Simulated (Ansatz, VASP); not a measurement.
# Two plane-wave programs on P

```
CELL_PARAMETERS angstrom
0.00000 2.72235 2.72235
2.72235 0.00000 2.72235
2.72235 2.72235 0.00000
ATOMIC_POSITIONS crystal
P 0.12500 0.12500 0.12500
P 0.87500 0.87500 0.87500
```

Alike in both runs: task single point; functional PBEsol; k mesh 17 × 17 × 17; occupations fermi-dirac, width 0.1 eV; no spin polarisation.

```csv
,VASP,Ansatz
version,VASP 6.6.1,Ansatz 0.2.0
potentials or method,"VASP PAW PBE potentials, release 64 (P), cutoff 520 eV","plane waves (420 eV) with PAW, scalar-relativistic"
valence electrons in the cell,10,10
```

Ansatz gave:

| Property | Result |
| --- | --- |
| pressure (GPa) | -1.7 |

Q: What did VASP give for the same quantities?

A: Pressure (GPa): -1.6.

VASP's potentials were made for PBE, not for PBEsol, and Ansatz warns of the same on its side.
